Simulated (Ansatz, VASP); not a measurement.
**Ru: VASP beside Ansatz**

INCAR

```
SYSTEM = Ru
PREC = Accurate
ENCUT = 520
EDIFF = 1E-6
ISMEAR = 0
SIGMA = 0.15
LREAL = .FALSE.
LASPH = .TRUE.
NELM = 100
ALGO = Fast
ISIF = 2
LWAVE = .FALSE.
LCHARG = .FALSE.
GGA = PS
NBANDS = 21
```

Contents of KPOINTS:

```
Automatic mesh
0
G
  24 24 12
  0 0 0
```

POSCAR

```
Ru
1.0
    2.7057993342      0.0000000000      0.0000000000
   -1.3528996671      2.3432909610      0.0000000000
    0.0000000000      0.0000000000      4.2819000000
Ru
2
Direct
    0.2630426889      0.8587042785      0.2500000000
    0.6666666667      0.3333333333      0.7500000000
```

Input for Ansatz:

```yaml
crystal:
  lattice:
    - [2.7057993342, 0.0, 0.0]
    - [-1.3528996671, 2.343290961, 0.0]
    - [0.0, 0.0, 4.2819]
  atoms:
    - { symbol: Ru, position: [0.2630426889, 0.8587042785, 0.25] }
    - { symbol: Ru, position: [0.6666666667, 0.3333333333, 0.75] }
basis:
  ecutwfc: 420
kpoints:
  mp_grid: { grid: [24, 24, 12] }
hamiltonian:
  xc: pbesol
scf:
  occupations: { method: gaussian, width: 0.15 }
output:
  forces: true
  stress: true
  eigenvalues: true
```

Alike in both runs: task single point; functional PBEsol; k mesh 24 × 24 × 12; occupations gaussian, width 0.15 eV; no spin polarisation.

|  | VASP | Ansatz |
| --- | --- | --- |
| version | VASP 6.6.1 | Ansatz 0.2.0 |
| potentials or method | VASP PAW PBE potentials, release 64 (Ru_pv), cutoff 520 eV | scalar-relativistic, plane waves, PAW |
| valence electrons in the cell | 28 | 32 |

```tsv
	VASP	Ansatz	Ansatz less VASP
gap on the k mesh at the Fermi level (eV)	none	none	-
pressure (GPa)	7.0	6.8	-0.18
traceless stress, the component that is largest in VASP (GPa)	16.78	16.68	-0.102
rms of the force components (eV/Å)	1.045	1.044	-0.0012
```

VASP's potentials were made for PBE, not for PBEsol. Atom by atom the forces differ by 0.007 eV/Å (rms over components). A gap of «none» marks a metal or a gap that the smearing closes. VASP's potentials hold 28 valence electrons a cell and Ansatz's 32, so a difference there can come from the potentials and not from the codes.
